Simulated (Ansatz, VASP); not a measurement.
**TaBrF in VASP and in Ansatz**

```xyz
6
Lattice="3.8972 0.0000 0.0000 0.0000 3.8972 0.0000 0.0000 0.0000 7.0765" Properties=species:S:1:pos:R:3 pbc="T T T"
Ta    0.0000    1.9486    1.3533
Ta    1.9486    0.0000    5.7232
F     0.0000    0.0000    0.0000
F     1.9486    1.9486    0.0000
Br    0.0000    1.9486    4.7252
Br    1.9486    0.0000    2.3513
```

Alike in both runs: functional PBE; k mesh 8 × 8 × 5; no spin polarisation.

Ansatz relaxed the structure, and its values are those at the end. VASP's run is a single point on that final structure, the one shown.

```csv
,VASP,Ansatz
version,VASP 6.6.1,Ansatz 0.2.0
potentials or method,"VASP PAW PBE potentials, release 64 (Ta_pv, F, Br), cutoff 520 eV",PAW plane waves
occupations,"fermi-dirac, width 0.1 eV",fermi-dirac
valence electrons in the cell,50,54
```

|  | VASP | Ansatz | Ansatz less VASP |
| --- | --- | --- | --- |
| pressure (GPa) | -4.2 | -4.2 | +0.03 |
| rms of the force components (eV/Å) | 0.004 | 0.000 | -0.0036 |

VASP's potentials hold 50 valence electrons a cell and Ansatz's 54, so a difference there can come from the potentials and not from the codes. Ansatz's warnings: stress scf threshold loose.

Spin-orbit coupling is off throughout.
